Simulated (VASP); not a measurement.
# CdS (P6_3mc) in VASP: a series of runs

Aim: see how the results for CdS move with the level of theory and the settings. Levels: PBE, r2SCAN. Tasks: single point.

All numbers are computed with VASP 6.6.1; they aren't measurements. Logs are shortened: lines on timing, memory, paths and dates and some standing lists are left out, and cuts for length are marked.

**1. The cell of the first run**

Symmetry: P6_3mc, No. 186, hexagonal system. The conventional cell has a = 4.165 Å, b = 4.165 Å, c = 6.766 Å, α = 90.00°, β = 90.00°, γ = 120.00°. Within 3.4 Å of Cd (site symmetry 3m) lie 4 S at 2.54 to 2.55 Å. Within 3.4 Å of S (site symmetry 3m) lie 4 Cd at 2.54 to 2.55 Å.

**2. Single point, PBE**

INCAR

```
ALGO = Normal
EDIFF = 1E-6
ENCUT = 520
GGA = PE
ISIF = 2
ISMEAR = -1
LASPH = T
LCHARG = F
LREAL = F
LWAVE = F
NBANDS = 26
NELM = 100
PREC = Accurate
SIGMA = 0.02
```

KPOINTS

```
k-points
0
Gamma
  12 12 4
```

POSCAR

```
CdS
1.0
    4.1646012805      0.0000000000      0.0000000000
   -2.0823006403      3.6066505056      0.0000000000
    0.0000000000      0.0000000000      6.7660104844
Cd S
2 2
Direct
    0.3333333333      0.6666666667     -0.0009631161
    0.6666666667      0.3333333333      0.4990368839
    0.3333333333      0.6666666667      0.3759631161
    0.6666666667      0.3333333333      0.8759631161
```

Potentials or basis: VASP PAW PBE potentials, release 64 (Cd, S).

Run with:

```console
$ cat potpaw_PBE.64/Cd/POTCAR potpaw_PBE.64/S/POTCAR > POTCAR
$ mpirun -np 1 vasp_std > vasp.out
```

OUTCAR:

```text
EDIFF = 1E-6
   ENCUT = 520
   GGA = PE
   ISIF = 2
   ISMEAR = -1
   LASPH = T
   LREAL = F
   NELM = 100
   PREC = Accurate

 ion  position               nearest neighbor table
   1  0.333  0.667  0.999-   4 2.54   4 2.54   4 2.54   3 2.55
   2  0.667  0.333  0.499-   3 2.54   3 2.54   3 2.54   4 2.55
   3  0.333  0.667  0.376-   2 2.54   2 2.54   2 2.54   1 2.55
   4  0.667  0.333  0.876-   1 2.54   1 2.54   1 2.54   2 2.55

  LATTYP: Found a hexagonal cell.
 ALAT       =     4.1646012805
 C/A-ratio  =     1.6246478423

  Lattice vectors:

 A1 = (   4.1646012805,   0.0000000000,   0.0000000000)
 A2 = (  -2.0823006403,   3.6066505056,   0.0000000000)
 A3 = (   0.0000000000,   0.0000000000,   6.7660104844)

Analysis of symmetry for initial positions (statically):
=====================================================================
 Subroutine PRICEL returns:
 Original cell was already a primitive cell.

 Routine SETGRP: Setting up the symmetry group for a
 hexagonal supercell.

 Subroutine GETGRP returns: Found 12 space group operations
 (whereof  6 operations were pure point group operations)
 out of a pool of 24 trial point group operations.

The static configuration has the point symmetry C_3v.
 The point group associated with its full space group is C_6v.

Analysis of symmetry for dynamics (positions and initial velocities):
=====================================================================
 Subroutine PRICEL returns:
 Original cell was already a primitive cell.

 Routine SETGRP: Setting up the symmetry group for a
 hexagonal supercell.

 Subroutine GETGRP returns: Found 12 space group operations
 (whereof  6 operations were pure point group operations)
 out of a pool of 24 trial point group operations.

The dynamic configuration has the point symmetry C_3v.
 The point group associated with its full space group is C_6v.

 Subroutine INISYM returns: Found 12 space group operations
 (whereof  6 operations are pure point group operations),
 and found     1 'primitive' translations

----------------------------------------------------------------------------------------

                                     Primitive cell

  volume of cell :     101.6272

  direct lattice vectors                    reciprocal lattice vectors
     4.164601281  0.000000000  0.000000000     0.240119025  0.138632784  0.000000000
    -2.082300640  3.606650506  0.000000000     0.000000000  0.277265568  0.000000000
     0.000000000  0.000000000  6.766010484     0.000000000  0.000000000  0.147797584

  length of vectors
     4.164601281  4.164601281  6.766010484     0.277265568  0.277265568  0.147797584

  position of ions in fractional coordinates (direct lattice)
     0.333333333  0.666666667  0.999036884
     0.666666667  0.333333333  0.499036884
     0.333333333  0.666666667  0.375963116
     0.666666667  0.333333333  0.875963116

  ion indices of the primitive-cell ions
   primitive index   ion index
                 1           1
                 2           2
                 3           3
                 4           4

----------------------------------------------------------------------------------------

 KPOINTS: k-points

Automatic generation of k-mesh.
 Grid dimensions read from file:
 generate k-points for:   12   12    4

 Generating k-lattice:

  Cartesian coordinates                     Fractional coordinates (reciprocal lattice)
     0.020009919  0.011552732  0.000000000     0.083333333  0.000000000  0.000000000
     0.000000000  0.023105464  0.000000000     0.000000000  0.083333333  0.000000000
     0.000000000  0.000000000  0.036949396     0.000000000  0.000000000  0.250000000

  Length of vectors
     0.023105464  0.023105464  0.036949396

  Shift w.r.t. Gamma in fractional coordinates (k-lattice)
     0.000000000  0.000000000  0.000000000

 Subroutine IBZKPT returns following result:
 ===========================================

 Found     57 irreducible k-points:

 Following reciprocal coordinates:
            Coordinates               Weight
  0.000000  0.000000  0.000000      1.000000
  0.083333 -0.000000  0.000000      6.000000
  0.166667 -0.000000  0.000000      6.000000
  0.250000 -0.000000  0.000000      6.000000
  0.333333 -0.000000  0.000000      6.000000
  0.416667  0.000000  0.000000      6.000000
[... 16 lines left out ...]
  0.250000 -0.000000  0.250000     12.000000
  0.333333 -0.000000  0.250000     12.000000
 [... further k-points ...]
   k-points           NKPTS =     57   k-points in BZ     NKDIM =     57   number of bands    NBANDS=     26
   number of dos      NEDOS =    301   number of ions     NIONS =      4
   total plane-waves  NPLWV =  51200
   dimension x,y,z NGX =    32 NGY =   32 NGZ =   50
   dimension x,y,z NGXF=    64 NGYF=   64 NGZF=  100
   ions per type =               2   2
   NGX,Y,Z   is equivalent  to a cutoff of  12.77, 12.77, 12.29 a.u.
   NGXF,Y,Z  is equivalent  to a cutoff of  25.55, 25.55, 24.57 a.u.
 SYSTEM =  unknown system
   PREC   = accura    normal or accurate (medium, high low for compatibility)
   ISTART =      0    job   : 0-new  1-cont  2-samecut
   ICHARG =      2    charge: 1-file 2-atom 10-const
   ISPIN  =      1    spin polarized calculation?
   LNONCOLLINEAR =      F non collinear calculations
   LSORBIT =      F    spin-orbit coupling
   LASPH  =      T    aspherical Exc in radial PAW
   ENCUT  =  520.0 eV  38.22 Ry    6.18 a.u.   7.74  7.74 12.58*2*pi/ulx,y,z
   NELM   =    100;   NELMIN=  2; NELMDL= -5     # of ELM steps
   EDIFF  = 0.1E-05   stopping-criterion for ELM
   LREAL  =      F    real-space projection
[... 7 lines left out ...]
   TEBEG  =    0.0;   TEEND  =   0.0 temperature during run
   PSTRESS=    0.0 pullay stress
   NELECT =      36.0000    total number of electrons
   NUPDOWN=      -1.0000    fix difference up-down
   EMIN   =  10.00;   EMAX   =-10.00  energy-range for DOS
   EFERMI =   0.00;   METHOD = LEGACY
   ISMEAR =    -1;   SIGMA  =   0.02  broadening in eV -4-tet -1-fermi 0-gaus
   EFERMI_NEDOS =   21; number of points for ismear=-14 and -15
   IALGO  =     38    algorithm
   IMIX   =      4    mixing-type and parameters
     AMIX     =   0.40;   BMIX     =  1.00
     AMIX_MAG =   1.60;   BMIX_MAG =  1.00
  volume/ion in A,a.u.               =      25.41       171.45
  Fermi-wavevector in a.u.,A,eV,Ry     =   1.158348  2.188960 18.255881  1.341769
  Thomas-Fermi vector in A             =   2.294951
   LORBIT       =      0    0 simple, 1 ext, 2 COOP (PROOUT), +10 PAW based schemes
   GGA     = PE    functional components
   LHFCALC =     F    Hartree Fock is set to
   AEXX    =    0.0000 exact exchange contribution
   IVDW    =     0    specifies the selected vdW correction
   LEPSILON=     F    determine dielectric tensor
   LRPA    =     F    only Hartree local field effects (RPA)
 non-spin polarized calculation
  energy-cutoff  :      520.00
  volume of cell :      101.63
 maximum number of plane-waves:      2786
 NGX is ok and might be reduce to    32
   NGX = 15   NGY = 15   NGZ = 25

 number of electron      35.9999998 magnetization

 Free energy of the ion-electron system (eV)
  ---------------------------------------------------
  ext. energy  EPLUGINS =         0.00000000
  ---------------------------------------------------
  free energy    TOTEN  =       -12.28375723 eV

  energy without entropy =      -12.28375723  energy(sigma->0) =      -12.28375723

 E-fermi :   1.4982     XC(G=0):  -9.0325

 val. band max:        1.1089540626   @ k =   0.0000   0.0000   0.0000
 cond. band min:       2.2838362320   @ k =   0.0000   0.0000   0.0000
 fundamental gap:      1.1748821694
 Fermi energy:         1.4982078843

 k-point     1 :       0.0000    0.0000    0.0000
  band No.  band energies     occupation
      1     -11.1187      2.00000
      2     -10.7080      2.00000
      3      -6.5128      2.00000
      4      -6.5078      2.00000
      5      -6.5078      2.00000
      6      -6.4284      2.00000
[... 18 lines left out ...]
     25       8.6779      0.00000
     26       8.7626      0.00000

 k-point     2 :       0.0833   -0.0000    0.0000
  band No.  band energies     occupation
      1     -11.0948      2.00000
      2     -10.6974      2.00000
      3      -6.5072      2.00000
      4      -6.4979      2.00000
      5      -6.4878      2.00000
      6      -6.4175      2.00000
[... 18 lines left out ...]
     25       8.7031      0.00000
     26       8.8274      0.00000

 k-point     3 :       0.1667   -0.0000    0.0000
  band No.  band energies     occupation
      1     -11.0284      2.00000
      2     -10.6693      2.00000
      3      -6.4837      2.00000
      4      -6.4722      2.00000
      5      -6.4361      2.00000
      6      -6.3824      2.00000
[... 18 lines left out ...]
     25       8.6223      0.00000
     26       9.2424      0.00000

 k-point     4 :       0.2500   -0.0000    0.0000
  band No.  band energies     occupation
      1     -10.9342      2.00000
      2     -10.6341      2.00000
      3      -6.4551      2.00000
      4      -6.4415      2.00000
      5      -6.3602      2.00000
      6      -6.3256      2.00000
[... 18 lines left out ...]
     25       9.0846      0.00000
     26       9.5967      0.00000

 k-point     5 :       0.3333   -0.0000    0.0000
  band No.  band energies     occupation
      1     -10.8336      2.00000
      2     -10.6047      2.00000
      3      -6.4326      2.00000
      4      -6.4174      2.00000
      5      -6.2978      2.00000
      6      -6.2747      2.00000
[... 18 lines left out ...]
     25       9.4370      0.00000
     26       9.8894      0.00000

 k-point     6 :       0.4167    0.0000    0.0000
  band No.  band energies     occupation
      1     -10.7521      2.00000
      2     -10.5911      2.00000
      3      -6.4208      2.00000
      4      -6.4044      2.00000
      5      -6.2508      2.00000
      6      -6.2389      2.00000
[... 427 lines left out ...]
 k-point    21 :       0.0833   -0.0000    0.2500
  band No.  band energies     occupation
      1     -11.0349      2.00000
      2     -10.7529      2.00000
      3      -6.4900      2.00000
      4      -6.4886      2.00000
      5      -6.4531      2.00000
      6      -6.4315      2.00000
[... 18 lines left out ...]
     25       8.5420      0.00000
     26       8.5973      0.00000

 k-point    22 :       0.1667   -0.0000    0.2500
  band No.  band energies     occupation
      1     -10.9734      2.00000
      2     -10.7186      2.00000
      3      -6.4662      2.00000
      4      -6.4604      2.00000
      5      -6.4174      2.00000
      6      -6.3933      2.00000
[... 18 lines left out ...]
     25       8.7053      0.00000
     26       8.9434      0.00000

 k-point    23 :       0.2500   -0.0000    0.2500
  band No.  band energies     occupation
      1     -10.8869      2.00000
      2     -10.6739      2.00000
      3      -6.4423      2.00000
      4      -6.4255      2.00000
      5      -6.3710      2.00000
      6      -6.3434      2.00000
[... 18 lines left out ...]
     25       8.8376      0.00000
     26       9.5169      0.00000

 k-point    24 :       0.3333   -0.0000    0.2500
  band No.  band energies     occupation
      1     -10.7960      2.00000
      2     -10.6336      2.00000
      3      -6.4264      2.00000
      4      -6.3961      2.00000
      5      -6.3298      2.00000
      6      -6.2946      2.00000
[... 18 lines left out ...]
     25       8.9812      0.00000
     26      10.1464      0.00000

 [... further k-points ...]

------------------------ aborting loop because EDIFF is reached ----------------------------------------

  FORCE on cell =-STRESS in cart. coord.  units (eV):
  Direction    XX          YY          ZZ          XY          YZ          ZX
  --------------------------------------------------------------------------------------
  -------------------------------------------------------------------------------------
  Total        1.0602266      1.0602266      1.1112644     -0.0000000      0.0000000      0.0000000
  in kB       16.7147214     16.7147214     17.5193434     -0.0000000      0.0000000      0.0000000
  external PRESSURE =      16.9829288 kB  Pullay stress =       0.0000000 kB

 VOLUME and BASIS-vectors are now :
 -----------------------------------------------------------------------------
  energy-cutoff  :      520.00
  volume of cell :      101.63
      direct lattice vectors                 reciprocal lattice vectors
     4.164601281  0.000000000  0.000000000     0.240119025  0.138632784  0.000000000
    -2.082300640  3.606650506  0.000000000     0.000000000  0.277265568  0.000000000
     0.000000000  0.000000000  6.766010484     0.000000000  0.000000000  0.147797584

 POSITION                                       TOTAL-FORCE (eV/Angst)
 -----------------------------------------------------------------------------------
     -0.00000      2.40443      6.75949         0.000000     -0.000000      0.000977
      2.08230      1.20222      3.37649        -0.000000      0.000000      0.000977
     -0.00000      2.40443      2.54377         0.000000      0.000000     -0.000977
      2.08230      1.20222      5.92678        -0.000000     -0.000000     -0.000977
 -----------------------------------------------------------------------------------
    total drift:                               -0.000000     -0.000000     -0.001025

  FREE ENERGIE OF THE ION-ELECTRON SYSTEM (eV)
  ---------------------------------------------------
  free  energy   TOTEN  =       -12.2837572252 eV

  energy  without entropy=      -12.2837572252  energy(sigma->0) =      -12.28375723
```

Run time: 87 s. Hardware: 1 thread of AMD EPYC 7R13 (Zen 3), shared host; peak memory 0.25 GiB.

Results:

| Property | Result |
| --- | --- |
| Free energy | -12.2838 eV |
| Pressure | 1.7 GPa |
| Band gap on the k mesh | 1.17 eV, direct |

Levels at points of the mesh, in eV from the valence-band top:
```tsv
k point	band 14	band 15	band 16	band 17	band 18	band 19	band 20	band 21	band 22	band 23
(0.00, 0.00, 0.00)	-0.73	-0.73	-0.04	0.00	0.00	1.17	2.76	6.48	6.48	6.80
(0.50, 0.00, 0.00)	-3.44	-2.55	-1.81	-1.24	-0.73	3.68	3.88	5.12	6.35	7.04
(0.00, 0.00, 0.50)	-2.41	-0.38	-0.38	-0.38	-0.38	2.81	2.81	6.17	6.17	6.83
(0.50, 0.00, 0.50)	-4.03	-1.30	-1.30	-1.27	-1.27	3.48	3.48	5.37	5.37	7.87
```

**3. Single point, r2SCAN (uniaxial z strain +0.5%)**

POSCAR

```
CdS
1.0
    4.1646012805      0.0000000000      0.0000000000
   -2.0823006403      3.6066505056      0.0000000000
    0.0000000000      0.0000000000      6.7998405368
Cd S
2 2
Direct
    0.3333333333      0.6666666667     -0.0004056599
    0.6666666667      0.3333333333      0.4995943401
    0.3333333333      0.6666666667      0.3754056599
    0.6666666667      0.3333333333      0.8754056599
```

INCAR.step1

```
SYSTEM = CdS
PREC = Accurate
ENCUT = 520
ISMEAR = 0
SIGMA = 0.01
LREAL = .False.
LASPH = .True.
NELM = 100
NBANDS = 26
GGA = PE
ALGO = Normal
EDIFF = 1E-4
LWAVE = .True.
LCHARG = .False.
```

INCAR.step2

```
SYSTEM = CdS
PREC = Accurate
ENCUT = 520
EDIFF = 1E-6
ISMEAR = 0
SIGMA = 0.01
LREAL = .False.
LASPH = .True.
NELM = 100
ALGO = Normal
ISIF = 2
LWAVE = .False.
LCHARG = .False.
METAGGA = R2SCAN
LMIXTAU = .True.
NBANDS = 26
ISTART = 1
```

KPOINTS

```
regular mesh
0
Gamma
  12 12 4
  0 0 0
```

Potentials or basis: VASP PAW PBE potentials, release 64 (Cd, S).

Run with:

```console
$ cat potpaw_PBE.64/Cd/POTCAR potpaw_PBE.64/S/POTCAR > POTCAR
$ cp INCAR.step1 INCAR
$ mpirun -np 1 vasp_std > vasp.out
$ cp INCAR.step2 INCAR
$ mpirun -np 1 vasp_std > vasp.out
```

It took 6.3 min on 1 thread of AMD EPYC 7R13 (Zen 3), shared host; peak memory 0.28 GiB.

The run converged. Its results:

```
Free energy            : -59.3828 eV
Pressure               : 0.0 GPa
Band gap on the k mesh : 1.60 eV, direct
```

Stress tensor (GPa, compression positive):
```
 0.06  0.00  0.00
 0.00  0.06  0.00
 0.00  0.00 -0.17
```

Levels at points of the mesh, in eV from the valence-band top:
```tsv
k point	band 14	band 15	band 16	band 17	band 18	band 19	band 20	band 21	band 22	band 23
(0.00, 0.00, 0.00)	-0.73	-0.73	-0.05	0.00	0.00	1.60	3.24	7.01	7.01	7.28
(0.50, 0.00, 0.00)	-3.44	-2.59	-1.83	-1.27	-0.73	4.13	4.27	5.40	6.79	7.49
(0.00, 0.00, 0.50)	-2.42	-0.38	-0.38	-0.38	-0.38	3.26	3.26	6.60	6.60	7.35
(0.50, 0.00, 0.50)	-4.05	-1.31	-1.31	-1.31	-1.31	3.85	3.85	5.78	5.78	8.32
```

Caveat: the cell differs from its parent crystal (uniaxial z strain +0.5%); the PAW data sets were made with another functional, which shifts forces and pressure a little.

**4. Single point, PBE (strain +5.0%)**

INCAR

```
SYSTEM = CdS
PREC = Accurate
ENCUT = 520
EDIFF = 1E-7
ISMEAR = -1
SIGMA = 0.02
LREAL = .False.
LASPH = .True.
NELM = 60
ALGO = Normal
ISIF = 2
LWAVE = .False.
LCHARG = .True.
GGA = PE
LELF = .True.
LVHAR = .True.
NBANDS = 26
```

KPOINTS

```
Automatic mesh
0
Gamma
  6 6 4
  0 0 0
```

POSCAR

```
CdS
1.0
    4.3728313446      0.0000000000      0.0000000000
   -2.1864156723      3.7869830309      0.0000000000
    0.0000000000      0.0000000000      7.1043110086
Cd S
2 2
Direct
    0.3333333333      0.6666666667     -0.0010646326
    0.6666666667      0.3333333333      0.4989353674
    0.3333333333      0.6666666667      0.3760646326
    0.6666666667      0.3333333333      0.8760646326
```

Run with:

```console
$ cat potpaw_PBE.64/Cd/POTCAR potpaw_PBE.64/S/POTCAR > POTCAR
$ mpirun -np 1 vasp_std > vasp.out
```

It took 41 s on 1 thread of Intel Xeon Platinum 8488C (Sapphire Rapids), shared host; peak memory 0.26 GiB.

Results (log left out):

- Free energy: -12.0865 eV
- Pressure: -4.7 GPa
- Band gap on the k mesh: 0.82 eV, direct

Levels at points of the mesh, in eV from the valence-band top:
```
           k point  band 16  band 17  band 18  band 19  band 20  band 21
(0.00, 0.00, 0.00)    -0.02     0.00     0.00     0.82     2.52     6.43
(0.50, 0.00, 0.00)    -1.37    -0.93    -0.55     3.30     3.75     5.14
(0.00, 0.00, 0.50)    -0.28    -0.28    -0.28     2.45     2.45     5.97
(0.50, 0.00, 0.50)    -0.98    -0.98    -0.98     3.30     3.30     5.23
```

Caveat: the cell differs from its parent crystal (strain +5.0%).

**5. Single point, r2SCAN (strain +5.0%)**

POSCAR is that of step 4.

INCAR.step1

```
ALGO = Normal
EDIFF = 1E-4
ENCUT = 520
GGA = PE
ISMEAR = 0
LASPH = T
LCHARG = F
LREAL = F
LWAVE = T
NBANDS = 26
NELM = 100
PREC = Accurate
SIGMA = 0.01
```

INCAR.step2

```
ALGO = Normal
EDIFF = 1E-6
ENCUT = 520
ISIF = 2
ISMEAR = 0
ISTART = 1
LASPH = T
LCHARG = F
LMIXTAU = T
LREAL = F
LWAVE = F
METAGGA = R2SCAN
NBANDS = 26
NELM = 100
PREC = Accurate
SIGMA = 0.01
```

KPOINTS

```
k-points
0
Gamma
  6 6 4
```

Run with:

```console
$ cat potpaw_PBE.64/Cd/POTCAR potpaw_PBE.64/S/POTCAR > POTCAR
$ cp INCAR.step1 INCAR
$ mpirun -np 1 vasp_std > vasp.out
$ cp INCAR.step2 INCAR
$ mpirun -np 1 vasp_std > vasp.out
```

Wall time 2.3 min (1 thread of Intel Xeon Platinum 8488C (Sapphire Rapids), shared host); peak memory 0.29 GiB.

Results (log left out):

```yaml
Free_energy: -59.0402 eV
Pressure: -6.2 GPa
Band_gap_on_the_k_mesh: 1.25 eV, direct
```

Levels at points of the mesh, in eV from the valence-band top:
```tsv
k point	band 15	band 16	band 17	band 18	band 19	band 20	band 21	band 22
(0.00, 0.00, 0.00)	-0.56	-0.02	0.00	0.00	1.25	2.96	6.94	6.94
(0.50, 0.00, 0.00)	-2.01	-1.40	-0.95	-0.56	3.74	4.13	5.44	6.28
(0.00, 0.00, 0.50)	-0.29	-0.29	-0.29	-0.29	2.87	2.87	6.40	6.40
(0.50, 0.00, 0.50)	-1.00	-1.00	-0.99	-0.99	3.70	3.70	5.64	5.64
```

Caveat: the cell differs from its parent crystal (strain +5.0%); the PAW data sets were made with another functional, which shifts forces and pressure a little.

**6. Summary**

```csv
level,cell,k mesh,smearing,gap on the mesh (eV),pressure (GPa)
PBE,"a = 4.165, b = 4.165, c = 6.766 Å, angles 90.0, 90.0, 120.0°, 4 atoms",12 × 12 × 4,fermi-dirac 0.02 eV,1.17,1.7
r2SCAN,"a = 4.165, b = 4.165, c = 6.800 Å, angles 90.0, 90.0, 120.0°, 4 atoms",12 × 12 × 4,gaussian 0.01 eV,1.60,0.0
PBE,"a = 4.373, b = 4.373, c = 7.104 Å, angles 90.0, 90.0, 120.0°, 4 atoms",6 × 6 × 4,fermi-dirac 0.02 eV,0.82,-4.7
r2SCAN,"a = 4.373, b = 4.373, c = 7.104 Å, angles 90.0, 90.0, 120.0°, 4 atoms",6 × 6 × 4,gaussian 0.01 eV,1.25,-6.2
```

Alike in all rows: task single point; potentials or basis VASP PAW PBE potentials, release 64 (Cd, S); no spin polarisation; cutoff (eV) 520.

Caveats: the PAW data sets were made with another functional, which shifts forces and pressure a little (some runs).

Total energies depend on the potentials used, so only differences within one code and one set of settings carry meaning.
